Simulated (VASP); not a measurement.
# TiSi16 (a cell with a defect) in VASP: further runs, part 2 of 2

VASP 6.6.1.

## (4) Single point, PBE

INCAR reads:

```
SYSTEM = TiSi16
PREC = Accurate
ENCUT = 520
EDIFF = 1E-7
ISMEAR = 0
SIGMA = 0.02
LREAL = Auto
LASPH = .True.
NELM = 80
ALGO = Normal
ISIF = 2
LWAVE = .False.
LCHARG = .False.
GGA = PE
NBANDS = 52
```

KPOINTS reads:

```
regular mesh
0
Gamma
  2 2 2
  0 0 0
```

POSCAR reads:

```
TiSi16
1.0
    0.0000000000      5.4300000000      5.4300000000
    5.4300000000      0.0000000000      5.4300000000
    5.4300000000      5.4300000000      0.0000000000
Si Ti
16 1
Direct
   -0.0012604052     -0.0012644567      0.0014388582
    0.1211018416      0.1211241252      0.1407861878
   -0.0031457643     -0.0031702578      0.5038918048
    0.1218410681      0.1219583794      0.6165314917
   -0.0017204420      0.5020005525      0.0056447514
    0.1321866483      0.6249827808      0.1212157459
   -0.0016570902      0.5026939227      0.4936197053
    0.1200131676      0.6349192449      0.6224293738
    0.5019960405     -0.0017225599      0.0056170350
    0.6249710866      0.1321331492      0.1212661142
    0.5026456722     -0.0016394107      0.4937001842
    0.6349279926      0.1200779006      0.6224298343
    0.5027440147      0.5027023941     -0.0028917127
    0.6245580110      0.6245602210      0.1240841621
    0.5024480663      0.5024847145      0.4975670350
    0.6246795580      0.6246968692      0.6264972376
    0.2485599448      0.2485859116      0.7517337937
```

Potentials or basis: VASP PAW PBE potentials, release 64 (Si, Ti_sv).

Launch:

```sh
> cat potpaw_PBE.64/Si/POTCAR potpaw_PBE.64/Ti_sv/POTCAR > POTCAR
> mpirun -np 1 vasp_std > vasp.out
```

OUTCAR:

```text
SYSTEM = TiSi16
   PREC = Accurate
   ENCUT = 520
   EDIFF = 1E-7
   ISMEAR = 0
   LREAL = Auto
   LASPH = .True.
   NELM = 80
   ISIF = 2
   GGA = PE

 ion  position               nearest neighbor table
   1  0.999  0.999  0.001-   6 2.34  10 2.34   2 2.41   4 2.41  17 2.71
   2  0.121  0.121  0.141-   3 2.28   5 2.39   9 2.39   1 2.41  17 2.44
   3  0.997  0.997  0.504-   8 2.27  12 2.27   4 2.28   2 2.28
   4  0.122  0.122  0.617-   3 2.28   7 2.39  11 2.39   1 2.41  17 2.44
   5  0.998  0.502  0.006-   6 2.34  14 2.34   2 2.39   8 2.40  17 2.75
   6  0.132  0.625  0.121-  13 2.32   7 2.34   5 2.34   1 2.34
   7  0.998  0.503  0.494-   6 2.34  16 2.34   4 2.39   8 2.40  17 2.76
   8  0.120  0.635  0.622-   3 2.27  15 2.40   7 2.40   5 2.40  17 2.42
   9  0.502  0.998  0.006-  10 2.34  14 2.34   2 2.39  12 2.40  17 2.75
  10  0.625  0.132  0.121-  13 2.32  11 2.34   9 2.34   1 2.34
  11  0.503  0.998  0.494-  10 2.34  16 2.34   4 2.39  12 2.40  17 2.76
  12  0.635  0.120  0.622-   3 2.27  15 2.40  11 2.40   9 2.40  17 2.42
  13  0.503  0.503  0.997-   6 2.32  10 2.32  16 2.32  14 2.32
  14  0.625  0.625  0.124-  13 2.32  15 2.34   9 2.34   5 2.34
[... 211 lines left out ...]
      1     -49.8865      2.00000
      2     -26.2738      2.00000
      3     -26.2568      2.00000
      4     -26.2440      2.00000
      5      -5.7203      2.00000
      6      -3.5129      2.00000
[... 413 lines left out ...]
     49       9.8740      0.00000
     50      10.5292      0.00000
 [bands above 50 left out]

------------------------ aborting loop because EDIFF is reached ----------------------------------------

  FORCE on cell =-STRESS in cart. coord.  units (eV):
  Direction    XX          YY          ZZ          XY          YZ          ZX
  --------------------------------------------------------------------------------------
  -------------------------------------------------------------------------------------
  Total        7.9001993      7.8943589      8.2400698      0.2307962      0.0070236      0.0148662
  in kB       39.5293019     39.5000790     41.2298720      1.1548080      0.0351430      0.0743844
  external PRESSURE =      40.0864177 kB  Pullay stress =       0.0000000 kB

 VOLUME and BASIS-vectors are now :
 -----------------------------------------------------------------------------
  energy-cutoff  :      520.00
  volume of cell :      320.21
      direct lattice vectors                 reciprocal lattice vectors
     0.000000000  5.430000000  5.430000000    -0.092081031  0.092081031  0.092081031
     5.430000000  0.000000000  5.430000000     0.092081031 -0.092081031  0.092081031
     5.430000000  5.430000000  0.000000000     0.092081031  0.092081031 -0.092081031

 POSITION                                       TOTAL-FORCE (eV/Angst)
 -----------------------------------------------------------------------------------
      5.43095      5.43097     10.84629        -0.004495     -0.003956      0.003458
      1.42217      1.42205      1.31529        -0.002190     -0.002695      0.008634
      8.14892      8.14905     10.82570        -0.001114     -0.000945     -0.006648
      4.01000      4.00936      1.32383         0.006346      0.007888     -0.000203
      2.75651      5.45131      8.14652        -0.002789      0.000290      0.000284
      4.05186      1.37598      4.11143        -0.000266      0.002744      0.000803
[... 9 lines left out ...]
      6.79398      6.79389      6.78411        -0.001135     -0.001326      0.003892
      5.43174      5.43160      2.69950         0.000369      0.000398     -0.018376
 -----------------------------------------------------------------------------------
    total drift:                                0.001701      0.000648     -0.004426

  FREE ENERGIE OF THE ION-ELECTRON SYSTEM (eV)
  ---------------------------------------------------
  free  energy   TOTEN  =       -92.2039399840 eV

  energy  without entropy=      -92.2001101539  energy(sigma->0) =      -92.20202507
```

stdout:

```text
POSCAR found type information on POSCAR SiTi
 POSCAR found :  2 types and      17 ions
 scaLAPACK will be used
 LDA part: xc-table for (Slater+PW92), standard interpolation
 POSCAR, INCAR and KPOINTS ok, starting setup
 FFT: planning ... GRIDC
 FFT: planning ... GRID_SOFT
 FFT: planning ... GRID
 WAVECAR not read
 entering main loop
```

Wall time 3.9 min (1 thread of Intel Xeon Platinum 8488C (Sapphire Rapids), shared host); peak memory 0.5 GiB.

Results:

```
Free energy            : -92.2039 eV
Pressure               : 4.0 GPa
Largest force          : 0.018 eV/Å
Band gap on the k mesh : zero (bands 38 and 39 overlap by 0.40 eV)
```

Forces on the atoms (eV/Å):
```
Si  -0.004 -0.004  0.003
Si  -0.002 -0.003  0.009
Si  -0.001 -0.001 -0.007
Si   0.006  0.008  0.000
Si  -0.003  0.000  0.000
Si   0.000  0.003  0.001
Si  -0.002  0.001  0.001
Si   0.006 -0.003  0.005
Si   0.000 -0.003  0.000
Si   0.003  0.000  0.001
Si   0.002 -0.002  0.000
Si  -0.003  0.005  0.004
Si  -0.001 -0.001  0.000
Si   0.003  0.003  0.001
Si  -0.003 -0.003 -0.004
Si  -0.001 -0.001  0.004
Ti   0.000  0.000 -0.018
```

Stress tensor (GPa, compression positive):
```
3.95 0.12 0.01
0.12 3.95 0.00
0.01 0.00 4.12
```

Caveat: the k points lie up to 0.50 Å⁻¹ apart.
